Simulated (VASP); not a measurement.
# TiO2 (P4_2/mnm) in VASP: single point with PBEsol

Aim: the single point of TiO2 with PBEsol.

All numbers are computed with VASP 6.6.1; they aren't measurements. Logs are shortened: lines on timing, memory, paths and dates and some standing lists are left out, and cuts for length are marked.

## (1) The cell of the first run

The structure is tetragonal, space group P4_2/mnm (No. 136). The conventional cell has a = 4.592 Å, b = 4.592 Å, c = 2.957 Å, α = 90.00°, β = 90.00°, γ = 90.00°. Within 2.6 Å of Ti (site symmetry mmm) lie 6 O at 1.95 to 1.98 Å. O (site symmetry m2m) has 3 Ti at 1.95 to 1.98 Å and 1 O at 2.53 Å within 2.6 Å.

## (2) Single point, PBEsol

Contents of INCAR:

```
SYSTEM = TiO2
  PREC = Accurate
  ENCUT = 520
  EDIFF = 1E-6
  ISMEAR = 1
  SIGMA = 0.02
  LREAL = .False.
  LASPH = .True.
  NELM = 80
  ALGO = Normal
  ISIF = 2
  LWAVE = .False.
  LCHARG = .True.
  GGA = PS
  LELF = .True.
  LVHAR = .True.
  NBANDS = 33
```

Contents of KPOINTS:

```
Automatic mesh
0
Gamma
  5 5 7
  0 0 0
```

Contents of POSCAR:

```
TiO2
1.0
    4.5922000000      0.0000000000      0.0000000000
    0.0000000000      4.5922000000      0.0000000000
    0.0000000000      0.0000000000      2.9574000000
Ti O
2 4
Direct
    0.0000000000      0.0000000000      0.0000000000
    0.5000000000      0.5000000000      0.5000000000
    0.3049600000      0.3049600000      0.0000000000
    0.1950400000      0.8049600000      0.5000000000
    0.6950400000      0.6950400000      0.0000000000
    0.8049600000      0.1950400000      0.5000000000
```

Potentials or basis: VASP PAW PBE potentials, release 64 (Ti_sv, O).

Launch:

```bash
$ cat potpaw_PBE.64/Ti_sv/POTCAR potpaw_PBE.64/O/POTCAR > POTCAR
$ mpirun -np 1 vasp_std > vasp.out
```

OUTCAR:

```text
SYSTEM = TiO2
   PREC = Accurate
   ENCUT = 520
   EDIFF = 1E-6
   ISMEAR = 1
   LREAL = .False.
   LASPH = .True.
   NELM = 80
   ISIF = 2
   GGA = PS

 ion  position               nearest neighbor table
   1  0.000  0.000  0.000-   4 1.95   6 1.95   4 1.95   6 1.95   5 1.98   3 1.98
   2  0.500  0.500  0.500-   3 1.95   5 1.95   3 1.95   5 1.95   4 1.98   6 1.98
   3  0.305  0.305  0.000-   2 1.95   2 1.95   1 1.98
   4  0.195  0.805  0.500-   1 1.95   1 1.95   2 1.98
   5  0.695  0.695  0.000-   2 1.95   2 1.95   1 1.98
   6  0.805  0.195  0.500-   1 1.95   1 1.95   2 1.98

  LATTYP: Found a simple tetragonal cell.
 ALAT       =     4.5922000000
 C/A-ratio  =     0.6440050520

  Lattice vectors:

 A1 = (   4.5922000000,   0.0000000000,   0.0000000000)
 A2 = (   0.0000000000,   4.5922000000,   0.0000000000)
 A3 = (   0.0000000000,   0.0000000000,   2.9574000000)

Analysis of symmetry for initial positions (statically):
=====================================================================
 Subroutine PRICEL returns:
 Original cell was already a primitive cell.

 Routine SETGRP: Setting up the symmetry group for a
 simple tetragonal supercell.

 Subroutine GETGRP returns: Found 16 space group operations
 (whereof  8 operations were pure point group operations)
 out of a pool of 16 trial point group operations.

The static configuration has the point symmetry D_2h.
 The point group associated with its full space group is D_4h.

Analysis of symmetry for dynamics (positions and initial velocities):
=====================================================================
 Subroutine PRICEL returns:
 Original cell was already a primitive cell.

 Routine SETGRP: Setting up the symmetry group for a
 simple tetragonal supercell.

 Subroutine GETGRP returns: Found 16 space group operations
 (whereof  8 operations were pure point group operations)
 out of a pool of 16 trial point group operations.

The dynamic configuration has the point symmetry D_2h.
 The point group associated with its full space group is D_4h.

 Subroutine INISYM returns: Found 16 space group operations
 (whereof  8 operations are pure point group operations),
 and found     1 'primitive' translations

----------------------------------------------------------------------------------------

                                     Primitive cell

  volume of cell :      62.3665

  direct lattice vectors                    reciprocal lattice vectors
     4.592200000  0.000000000  0.000000000     0.217760550  0.000000000  0.000000000
     0.000000000  4.592200000  0.000000000     0.000000000  0.217760550  0.000000000
     0.000000000  0.000000000  2.957400000     0.000000000  0.000000000  0.338134848

  length of vectors
     4.592200000  4.592200000  2.957400000     0.217760550  0.217760550  0.338134848

  position of ions in fractional coordinates (direct lattice)
     0.000000000  0.000000000  0.000000000
     0.500000000  0.500000000  0.500000000
     0.304960000  0.304960000  0.000000000
     0.195040000  0.804960000  0.500000000
     0.695040000  0.695040000  0.000000000
     0.804960000  0.195040000  0.500000000

  ion indices of the primitive-cell ions
   primitive index   ion index
                 1           1
                 2           2
                 3           3
                 4           4
                 5           5
                 6           6

----------------------------------------------------------------------------------------

 KPOINTS: Automatic mesh

Automatic generation of k-mesh.
 Grid dimensions read from file:
 generate k-points for:    5    5    7

 Generating k-lattice:

  Cartesian coordinates                     Fractional coordinates (reciprocal lattice)
     0.043552110  0.000000000  0.000000000     0.200000000  0.000000000  0.000000000
     0.000000000  0.043552110  0.000000000     0.000000000  0.200000000  0.000000000
     0.000000000  0.000000000  0.048304978     0.000000000  0.000000000  0.142857143

  Length of vectors
     0.043552110  0.043552110  0.048304978

  Shift w.r.t. Gamma in fractional coordinates (k-lattice)
     0.000000000  0.000000000  0.000000000

 Subroutine IBZKPT returns following result:
 ===========================================

 Found     24 irreducible k-points:

 Following reciprocal coordinates:
            Coordinates               Weight
  0.000000  0.000000  0.000000      1.000000
  0.200000  0.000000  0.000000      4.000000
  0.400000  0.000000  0.000000      4.000000
  0.200000  0.200000  0.000000      4.000000
  0.400000  0.200000  0.000000      8.000000
  0.400000  0.400000  0.000000      4.000000
[... 16 lines left out ...]
  0.400000  0.200000  0.428571     16.000000
  0.400000  0.400000  0.428571      8.000000
   k-points           NKPTS =     24   k-points in BZ     NKDIM =     24   number of bands    NBANDS=     33
   number of dos      NEDOS =    301   number of ions     NIONS =      6
   total plane-waves  NPLWV =  31104
   dimension x,y,z NGX =    36 NGY =   36 NGZ =   24
   dimension x,y,z NGXF=    72 NGYF=   72 NGZF=   48
   ions per type =               2   4
   NGX,Y,Z   is equivalent  to a cutoff of  13.03, 13.03, 13.49 a.u.
   NGXF,Y,Z  is equivalent  to a cutoff of  26.07, 26.07, 26.98 a.u.
 SYSTEM =  TiO2
   PREC   = accura    normal or accurate (medium, high low for compatibility)
   ISTART =      0    job   : 0-new  1-cont  2-samecut
   ICHARG =      2    charge: 1-file 2-atom 10-const
   ISPIN  =      1    spin polarized calculation?
   LNONCOLLINEAR =      F non collinear calculations
   LSORBIT =      F    spin-orbit coupling
   LASPH  =      T    aspherical Exc in radial PAW
   ENCUT  =  520.0 eV  38.22 Ry    6.18 a.u.   8.54  8.54  5.50*2*pi/ulx,y,z
   NELM   =     80;   NELMIN=  2; NELMDL= -5     # of ELM steps
   EDIFF  = 0.1E-05   stopping-criterion for ELM
   LREAL  =      F    real-space projection
   EDIFFG = 0.1E-04   stopping-criterion for IOM
   NSW    =      0    number of steps for IOM
   IBRION =     -1    ionic relax: 0-MD 1-quasi-New 2-CG
   NFREE  =      0    steps in history (QN), initial steepest desc. (CG)
   ISIF   =      2    stress and relaxation
   ISYM   =      2    0-nonsym 1-usesym 2-fastsym
   POTIM  = 0.5000    time-step for ionic-motion
   TEBEG  =    0.0;   TEEND  =   0.0 temperature during run
   PSTRESS=    0.0 pullay stress
   NELECT =      48.0000    total number of electrons
   NUPDOWN=      -1.0000    fix difference up-down
   EMIN   =  10.00;   EMAX   =-10.00  energy-range for DOS
   EFERMI =   0.00;   METHOD = LEGACY
   ISMEAR =     1;   SIGMA  =   0.02  broadening in eV -4-tet -1-fermi 0-gaus
   EFERMI_NEDOS =   21; number of points for ismear=-14 and -15
   IALGO  =     38    algorithm
   IMIX   =      4    mixing-type and parameters
     AMIX     =   0.40;   BMIX     =  1.00
     AMIX_MAG =   1.60;   BMIX_MAG =  1.00
  volume/ion in A,a.u.               =      10.39        70.15
  Fermi-wavevector in a.u.,A,eV,Ry     =   1.500277  2.835112 30.624403  2.250830
  Thomas-Fermi vector in A             =   2.611798
   LORBIT       =      0    0 simple, 1 ext, 2 COOP (PROOUT), +10 PAW based schemes
   GGA     = PS    functional components
   LHFCALC =     F    Hartree Fock is set to
   AEXX    =    0.0000 exact exchange contribution
   IVDW    =     0    specifies the selected vdW correction
   LEPSILON=     F    determine dielectric tensor
   LRPA    =     F    only Hartree local field effects (RPA)
 non-spin polarized calculation
 Methfessel and Paxton  Order N= 1 SIGMA  =   0.02
  energy-cutoff  :      520.00
  volume of cell :       62.37
 maximum number of plane-waves:      1697
 NGX is ok and might be reduce to    36
   NGX = 17   NGY = 17   NGZ = 11

 number of electron      48.0000021 magnetization

 Free energy of the ion-electron system (eV)
  ---------------------------------------------------
  ext. energy  EPLUGINS =         0.00000000
  ---------------------------------------------------
  free energy    TOTEN  =       -56.09669740 eV

  energy without entropy =      -56.09669740  energy(sigma->0) =      -56.09669740

 E-fermi :   4.9056     XC(G=0): -11.7078

 val. band max:        4.7432074859   @ k =   0.0000   0.0000   0.0000
 cond. band min:       6.5786212103   @ k =   0.0000   0.0000   0.0000
 fundamental gap:      1.8354137244
 Fermi energy:         4.9056225080

 k-point     1 :       0.0000    0.0000    0.0000
  band No.  band energies     occupation
      1     -51.9121      2.00000
      2     -51.8942      2.00000
      3     -28.3360      2.00000
      4     -28.3360      2.00000
      5     -28.1655      2.00000
      6     -28.1655      2.00000
[... 25 lines left out ...]
     32      11.4118      0.00000
     33      11.6250      0.00000

 k-point     2 :       0.2000    0.0000    0.0000
  band No.  band energies     occupation
      1     -51.9104      2.00000
      2     -51.8959      2.00000
      3     -28.3231      2.00000
      4     -28.3219      2.00000
      5     -28.1812      2.00000
      6     -28.1799      2.00000
[... 25 lines left out ...]
     32      11.2801      0.00000
     33      11.3068      0.00000

 k-point     3 :       0.4000    0.0000    0.0000
  band No.  band energies     occupation
      1     -51.9059      2.00000
      2     -51.9004      2.00000
      3     -28.2918      2.00000
      4     -28.2895      2.00000
      5     -28.2160      2.00000
      6     -28.2137      2.00000
[... 25 lines left out ...]
     32      11.0759      0.00000
     33      11.1197      0.00000

 k-point     4 :       0.2000    0.2000    0.0000
  band No.  band energies     occupation
      1     -51.9090      2.00000
      2     -51.8973      2.00000
      3     -28.3405      2.00000
      4     -28.2880      2.00000
      5     -28.2170      2.00000
      6     -28.1628      2.00000
[... 25 lines left out ...]
     32      11.0862      0.00000
     33      11.4083      0.00000

 k-point     5 :       0.4000    0.2000    0.0000
  band No.  band energies     occupation
      1     -51.9054      2.00000
      2     -51.9009      2.00000
      3     -28.3294      2.00000
      4     -28.2954      2.00000
      5     -28.2110      2.00000
      6     -28.1760      2.00000
[... 604 lines left out ...]
 k-point    22 :       0.2000    0.2000    0.4286
  band No.  band energies     occupation
      1     -51.8647      2.00000
      2     -51.8621      2.00000
      3     -28.5609      2.00000
      4     -28.5516      2.00000
      5     -28.2033      2.00000
      6     -28.1824      2.00000
[... 25 lines left out ...]
     32      10.5619      0.00000
     33      10.7909      0.00000

 k-point    23 :       0.4000    0.2000    0.4286
  band No.  band energies     occupation
      1     -51.8639      2.00000
      2     -51.8629      2.00000
      3     -28.5608      2.00000
      4     -28.5555      2.00000
      5     -28.1982      2.00000
      6     -28.1851      2.00000
[... 25 lines left out ...]
     32      10.1356      0.00000
     33      11.3671      0.00000

 k-point    24 :       0.4000    0.4000    0.4286
  band No.  band energies     occupation
      1     -51.8635      2.00000
      2     -51.8631      2.00000
      3     -28.5542      2.00000
      4     -28.5509      2.00000
      5     -28.2058      2.00000
      6     -28.1996      2.00000
[... 25 lines left out ...]
     32      10.7140      0.00000
     33      10.7768      0.00000

------------------------ aborting loop because EDIFF is reached ----------------------------------------

  FORCE on cell =-STRESS in cart. coord.  units (eV):
  Direction    XX          YY          ZZ          XY          YZ          ZX
  --------------------------------------------------------------------------------------
  -------------------------------------------------------------------------------------
  Total       -0.1900655     -0.1900655     -0.8529731      0.0000000      0.0000000      0.0000000
  in kB       -4.8827255     -4.8827255    -21.9126170      0.0000000      0.0000000      0.0000000
  external PRESSURE =     -10.5593560 kB  Pullay stress =       0.0000000 kB

 VOLUME and BASIS-vectors are now :
 -----------------------------------------------------------------------------
  energy-cutoff  :      520.00
  volume of cell :       62.37
      direct lattice vectors                 reciprocal lattice vectors
     4.592200000  0.000000000  0.000000000     0.217760550  0.000000000  0.000000000
     0.000000000  4.592200000  0.000000000     0.000000000  0.217760550  0.000000000
     0.000000000  0.000000000  2.957400000     0.000000000  0.000000000  0.338134848

 POSITION                                       TOTAL-FORCE (eV/Angst)
 -----------------------------------------------------------------------------------
      0.00000      0.00000      0.00000        -0.000000     -0.000000      0.000000
      2.29610      2.29610      1.47870        -0.000000     -0.000000      0.000000
      1.40044      1.40044      0.00000        -0.039297     -0.039297     -0.000000
      0.89566      3.69654      1.47870         0.039297     -0.039297     -0.000000
      3.19176      3.19176      0.00000         0.039297      0.039297      0.000000
      3.69654      0.89566      1.47870        -0.039297      0.039297      0.000000
 -----------------------------------------------------------------------------------
    total drift:                                0.000000      0.000000     -0.000000

  FREE ENERGIE OF THE ION-ELECTRON SYSTEM (eV)
  ---------------------------------------------------
  free  energy   TOTEN  =       -56.0966973983 eV

  energy  without entropy=      -56.0966973983  energy(sigma->0) =      -56.09669740
```

Wall time 80 s (1 thread of Intel Xeon 8259CL, shared host); peak memory 0.19 GiB.

What came out:

```yaml
Free_energy: -56.0967 eV
Pressure: -1.1 GPa
Largest_force: 0.056 eV/Å
Band_gap_on_the_k_mesh: 1.84 eV
```

Forces on the atoms (eV/Å):
```
Ti   0.000  0.000  0.000
Ti   0.000  0.000  0.000
O   -0.039 -0.039  0.000
O    0.039 -0.039  0.000
O    0.039  0.039  0.000
O   -0.039  0.039  0.000
```

Stress tensor (GPa, compression positive):
```
-0.49  0.00  0.00
 0.00 -0.49  0.00
 0.00  0.00 -2.19
```

Caveat: the PAW data sets were made with another functional, which shifts forces and pressure a little; an odd mesh through Γ misses points on the zone boundary, where band edges can lie.
